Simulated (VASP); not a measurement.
A run of VASP 6.6.1 is set up as follows.

The input INCAR:

```
PREC = Accurate ; ENCUT = 520
EDIFF = 1E-6 ; ISMEAR = 0
SIGMA = 0.1 ; LREAL = False
LASPH = True ; NELM = 100
ALGO = Normal ; ISIF = 2
LWAVE = False ; LCHARG = False
GGA = PE ; IVDW = 12
NBANDS = 32
```

Contents of KPOINTS:

```
regular mesh
0
Gamma
  10 10 10
```

Contents of POSCAR:

```
Sn3Se
1.0
    0.0000000000      3.6720508526      3.6720508526
    3.6720508526      0.0000000000      3.6720508526
    3.6720508526      3.6720508526      0.0000000000
Sn Se
3 1
Direct
    0.2500000000      0.2500000000      0.2500000000
    0.7500000000      0.7500000000      0.7500000000
    0.5000000000      0.5000000000      0.5000000000
    0.0000000000      0.0000000000      0.0000000000
```

Potentials or basis: VASP PAW PBE potentials, release 64 (Sn_d, Se).

The run is started by

```bash
$ cat potpaw_PBE.64/Sn_d/POTCAR potpaw_PBE.64/Se/POTCAR > POTCAR
$ mpirun -np 1 vasp_std > vasp.out
```

Task: Estimate the dispersion energy per atom.

Result: -0.406 eV.

Task: What does it give for the band gap on the k mesh?

Result: Zero (bands 24 and 25 overlap by 2.16 eV).

Task: Estimate the pressure.

Result: 0.0 GPa.

Caveat: spin-orbit coupling is left out, which moves the levels of the heavy elements.
